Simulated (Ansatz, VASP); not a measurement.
SrTiO3 in VASP and in Ansatz

```xyz
10
Lattice="-2.7782 2.7782 3.9457 2.7782 -2.7782 3.9457 2.7782 2.7782 -3.9457" Properties=species:S:1:pos:R:3 pbc="T T T"
Sr    0.0000    2.7782    1.9729
Sr    2.7782    0.0000    1.9729
Ti    0.0000    0.0000    0.0000
Ti    0.0000    0.0000    3.9457
O    -1.2727    1.5055    3.9457
O     1.2727    1.5055    0.0000
O     1.5055    1.2727    3.9457
O     4.0509    1.2727    0.0000
O     0.0000    0.0000    5.9186
O     0.0000    0.0000    1.9729
```

Alike in both runs: functional PBE; k mesh 8 × 8 × 8; occupations gaussian, width 0.02 eV; no spin polarisation.

Ansatz relaxed the structure, and its values are those at the end. VASP's run is a single point on that final structure, the one shown.

|  | VASP | Ansatz |
| --- | --- | --- |
| version | VASP 6.6.1 | Ansatz 0.2.0 |
| potentials or method | VASP PAW PBE potentials, release 64 (Sr_sv, Ti_sv, O), cutoff 520 eV | scalar-relativistic, plane waves, PAW |
| valence electrons in the cell | 80 | 80 |

Ansatz gave:

- gap on the k mesh at the Fermi level (eV): 1.92
- least direct gap on the mesh (eV): 1.92
- pressure (GPa): 0.0

Problem. What did VASP give for the same quantities?

Solution. gap on the k mesh at the Fermi level (eV): 1.89; least direct gap on the mesh (eV): 1.89; pressure (GPa): 0.6.
